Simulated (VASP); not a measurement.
# MoSe in VASP: notebook, part 3 of 3

VASP 6.6.1.

## 6. Single point, PBE, collinear spin, ferromagnetic start (volume scaled by 1.040)

The input, INCAR:

```
  PREC = Accurate
  ENCUT = 520
  EDIFF = 1E-7
  ISMEAR = 0
  SIGMA = 0.05
  LREAL = F
  LASPH = T
  NELM = 150
  ALGO = Normal
  ISIF = 2
  LWAVE = F
  LCHARG = T
  ISPIN = 2
  MAGMOM = 0.96 0
  LORBIT = 11
  LMAXMIX = 4
  GGA = PE
  LELF = T
  LVHAR = T
  NBANDS = 21
```

The input, KPOINTS:

```
regular mesh
0
Gamma
  10 10 10
```

The input, POSCAR:

```
MoSe
1.0
    0.0000000000      2.8778986845      2.8778986845
    2.8778986845      0.0000000000      2.8778986845
    2.8778986845      2.8778986845      0.0000000000
Mo Se
1 1
Direct
    0.0000000000      0.0000000000      0.0000000000
    0.2500000000      0.2500000000      0.2500000000
```

Potentials or basis: VASP PAW PBE potentials, release 64 (Mo_sv, Se).

On the command line:

```console
cat potpaw_PBE.64/Mo_sv/POTCAR potpaw_PBE.64/Se/POTCAR > POTCAR
mpirun -np 1 vasp_std > vasp.out
```

OUTCAR:

```text
PREC = Accurate
   ENCUT = 520
   EDIFF = 1E-7
   ISMEAR = 0
   LREAL = F
   LASPH = T
   NELM = 150
   ISIF = 2
   ISPIN = 2
   LORBIT = 11
   GGA = PE

 ion  position               nearest neighbor table
   1  0.000  0.000  0.000-   2 2.49   2 2.49   2 2.49   2 2.49
   2  0.250  0.250  0.250-   1 2.49   1 2.49   1 2.49   1 2.49

  LATTYP: Found a face centered cubic cell.
 ALAT       =     5.7557973690

  Lattice vectors:

 A1 = (   0.0000000000,   2.8778986845,   2.8778986845)
 A2 = (   2.8778986845,   0.0000000000,   2.8778986845)
 A3 = (   2.8778986845,   2.8778986845,   0.0000000000)

Analysis of symmetry for initial positions (statically):
=====================================================================
 Subroutine PRICEL returns:
 Original cell was already a primitive cell.

 Routine SETGRP: Setting up the symmetry group for a
 face centered cubic supercell.

 Subroutine GETGRP returns: Found 24 space group operations
 (whereof 24 operations were pure point group operations)
 out of a pool of 48 trial point group operations.

The static configuration has the point symmetry T_d .

Analysis of symmetry for dynamics (positions and initial velocities):
=====================================================================
 Subroutine PRICEL returns:
 Original cell was already a primitive cell.

 Routine SETGRP: Setting up the symmetry group for a
 face centered cubic supercell.

 Subroutine GETGRP returns: Found 24 space group operations
 (whereof 24 operations were pure point group operations)
 out of a pool of 48 trial point group operations.

The dynamic configuration has the point symmetry T_d .

Analysis of structural, dynamic, and magnetic symmetry:
=====================================================================
 Subroutine PRICEL returns:
 Original cell was already a primitive cell.

 Routine SETGRP: Setting up the symmetry group for a
 face centered cubic supercell.

 Subroutine GETGRP returns: Found 24 space group operations
 (whereof 24 operations were pure point group operations)
 out of a pool of 48 trial point group operations.

The overall configuration has the point symmetry T_d .

 Subroutine INISYM returns: Found 24 space group operations
 (whereof 24 operations are pure point group operations),
 and found     1 'primitive' translations

----------------------------------------------------------------------------------------

                                     Primitive cell

  volume of cell :      47.6712

  direct lattice vectors                    reciprocal lattice vectors
     0.000000000  2.877898684  2.877898684    -0.173737874  0.173737874  0.173737874
     2.877898684  0.000000000  2.877898684     0.173737874 -0.173737874  0.173737874
     2.877898684  2.877898684  0.000000000     0.173737874  0.173737874 -0.173737874

  length of vectors
     4.069963351  4.069963351  4.069963351     0.300922826  0.300922826  0.300922826

  position of ions in fractional coordinates (direct lattice)
     0.000000000  0.000000000  0.000000000
     0.250000000  0.250000000  0.250000000

  ion indices of the primitive-cell ions
[... 64 lines left out ...]
   NGXF,Y,Z  is equivalent  to a cutoff of  24.51, 24.51, 24.51 a.u.
 SYSTEM =  unknown system
   PREC   = accura    normal or accurate (medium, high low for compatibility)
   ISTART =      0    job   : 0-new  1-cont  2-samecut
   ICHARG =      2    charge: 1-file 2-atom 10-const
   ISPIN  =      2    spin polarized calculation?
   LNONCOLLINEAR =      F non collinear calculations
   LSORBIT =      F    spin-orbit coupling
   LASPH  =      T    aspherical Exc in radial PAW
   ENCUT  =  520.0 eV  38.22 Ry    6.18 a.u.   7.57  7.57  7.57*2*pi/ulx,y,z
   NELM   =    150;   NELMIN=  2; NELMDL= -5     # of ELM steps
   EDIFF  = 0.1E-06   stopping-criterion for ELM
   LREAL  =      F    real-space projection
   EDIFFG = 0.1E-05   stopping-criterion for IOM
   NSW    =      0    number of steps for IOM
   IBRION =     -1    ionic relax: 0-MD 1-quasi-New 2-CG
   NFREE  =      0    steps in history (QN), initial steepest desc. (CG)
   ISIF   =      2    stress and relaxation
   ISYM   =      2    0-nonsym 1-usesym 2-fastsym
   POTIM  = 0.5000    time-step for ionic-motion
   TEBEG  =    0.0;   TEEND  =   0.0 temperature during run
   PSTRESS=    0.0 pullay stress
   NELECT =      20.0000    total number of electrons
   NUPDOWN=      -1.0000    fix difference up-down
   EMIN   =  10.00;   EMAX   =-10.00  energy-range for DOS
   EFERMI =   0.00;   METHOD = LEGACY
   ISMEAR =     0;   SIGMA  =   0.05  broadening in eV -4-tet -1-fermi 0-gaus
   EFERMI_NEDOS =   21; number of points for ismear=-14 and -15
   IALGO  =     38    algorithm
   IMIX   =      4    mixing-type and parameters
     AMIX     =   0.40;   BMIX     =  1.00
     AMIX_MAG =   1.60;   BMIX_MAG =  1.00
  volume/ion in A,a.u.               =      23.84       160.85
  Fermi-wavevector in a.u.,A,eV,Ry     =   1.225555  2.315962 20.435734  1.501984
  Thomas-Fermi vector in A             =   2.360588
   LORBIT       =     11    0 simple, 1 ext, 2 COOP (PROOUT), +10 PAW based schemes
   GGA     = PE    functional components
   LHFCALC =     F    Hartree Fock is set to
   AEXX    =    0.0000 exact exchange contribution
   IVDW    =     0    specifies the selected vdW correction
   LEPSILON=     F    determine dielectric tensor
   LRPA    =     F    only Hartree local field effects (RPA)
 spin polarized calculation
 Gauss-broadening in eV      SIGMA  =   0.05
  energy-cutoff  :      520.00
  volume of cell :       47.67
 maximum number of plane-waves:      1307
   NGX = 15   NGY = 15   NGZ = 15

 number of electron      19.9999999 magnetization       1.2674022

 Free energy of the ion-electron system (eV)
  ---------------------------------------------------
  ext. energy  EPLUGINS =         0.00000000
  ---------------------------------------------------
  free energy    TOTEN  =       -13.47499514 eV

  energy without entropy =      -13.47191538  energy(sigma->0) =      -13.47345526

 E-fermi :   5.8653     XC(G=0): -10.0483

 val. band max:        5.8613836216   @ k =  -0.4000   0.1000   0.0000
 cond. band min:       5.8655617782   @ k =  -0.1000   0.1000   0.0000
 fundamental gap:      0.0041781566
 Fermi energy:         5.8652682657

 spin component 1

 k-point     1 :       0.0000    0.0000    0.0000
  band No.  band energies     occupation
      1     -55.4364      1.00000
      2     -29.5986      1.00000
      3     -29.5986      1.00000
      4     -29.5986      1.00000
      5      -8.7311      1.00000
      6       0.9983      1.00000
[... 565 lines left out ...]
     20      20.7096      0.00000
     21      21.4718      0.00000

 [... further k-points ...]

 spin component 2

 k-point     1 :       0.0000    0.0000    0.0000
  band No.  band energies     occupation
      1     -54.7382      1.00000
      2     -28.8268      1.00000
      3     -28.8268      1.00000
      4     -28.8268      1.00000
      5      -8.6990      1.00000
      6       1.2275      1.00000
[... 565 lines left out ...]
     20      21.0181      0.00000
     21      21.6945      0.00000

 [... further k-points ...]

------------------------ aborting loop because EDIFF is reached ----------------------------------------

  FORCE on cell =-STRESS in cart. coord.  units (eV):
  Direction    XX          YY          ZZ          XY          YZ          ZX
  --------------------------------------------------------------------------------------
  -------------------------------------------------------------------------------------
  Total       -1.0333098     -1.0333098     -1.0333098      0.0000000      0.0000000      0.0000000
  in kB      -34.7283885    -34.7283885    -34.7283885      0.0000000      0.0000000      0.0000000
  external PRESSURE =     -34.7283885 kB  Pullay stress =       0.0000000 kB

 VOLUME and BASIS-vectors are now :
 -----------------------------------------------------------------------------
  energy-cutoff  :      520.00
  volume of cell :       47.67
      direct lattice vectors                 reciprocal lattice vectors
     0.000000000  2.877898684  2.877898684    -0.173737874  0.173737874  0.173737874
     2.877898684  0.000000000  2.877898684     0.173737874 -0.173737874  0.173737874
     2.877898684  2.877898684  0.000000000     0.173737874  0.173737874 -0.173737874

 POSITION                                       TOTAL-FORCE (eV/Angst)
 -----------------------------------------------------------------------------------
      0.00000      0.00000      0.00000         0.000000      0.000000      0.000000
      1.43895      1.43895      1.43895        -0.000000     -0.000000     -0.000000
 -----------------------------------------------------------------------------------
    total drift:                                0.000000      0.000000      0.000000

  FREE ENERGIE OF THE ION-ELECTRON SYSTEM (eV)
  ---------------------------------------------------
  free  energy   TOTEN  =       -13.4749951372 eV

  energy  without entropy=      -13.4719153775  energy(sigma->0) =      -13.47345526

 total charge

# of ion       s       p       d       tot
------------------------------------------
    1        2.250   6.091   4.021  12.362
    2        1.427   2.392   0.117   3.936
--------------------------------------------------
tot          3.677   8.483   4.138  16.297

 magnetization (x)

# of ion       s       p       d       tot
------------------------------------------
    1        0.028   0.012   1.077   1.117
    2       -0.004  -0.035   0.018  -0.022
--------------------------------------------------
tot          0.024  -0.024   1.095   1.095
```

It took 3.9 min on 1 thread of AMD EPYC 7R13, shared host; peak memory 0.2 GiB.

What came out:

```yaml
Free_energy: -13.4750 eV
Pressure: -3.5 GPa
Net_moment: 1.27 μB per cell
Site_moments: Mo +1.12; Se -0.02 μB
Valence_electrons_inside_the_program's_atomic_spheres: Mo 12.36; Se 3.94
```

## 7. Summary

```csv
level,potentials or basis,cell,gap on the mesh (eV),pressure (GPa),moment (μB)
PBE,"VASP PAW PBE potentials, release 64 (Mo_sv, Se)","a = 4.017 Å, angles 60.0°, 2 atoms",none,0.5,1.06
PBEsol,"VASP PAW PBE potentials, release 64 (Mo_sv, Se)","a = 4.017 Å, angles 60.0°, 2 atoms",none,-4.1,1.14
LDA,"VASP PAW LDA potentials, release 64 (Mo_sv, Se)","a = 4.017 Å, angles 60.0°, 2 atoms",none,-7.7,0.00
PBE,"VASP PAW PBE potentials, release 64 (Mo_sv, Se)","a = 4.044 Å, angles 60.0°, 2 atoms",none,-1.8,1.24
PBE,"VASP PAW PBE potentials, release 64 (Mo_sv, Se)","a = 4.070 Å, angles 60.0°, 2 atoms",none,-3.5,1.27
```

Some of these runs hold the atoms at other places in the same cell, which the table doesn't show; runs alike in all that it shows share one row.

Alike in all rows: task single point; spin collinear, ferromagnetic start; k mesh 10 × 10 × 10; cutoff (eV) 520; smearing gaussian 0.05 eV.

Caveats: forces of over 1 eV/Å act on the atoms, so gaps and moduli don't describe the material at rest (some runs); the PAW data sets were made with another functional, which shifts forces and pressure a little (some runs).

Absolute energies hang on the potentials; compare differences alone.
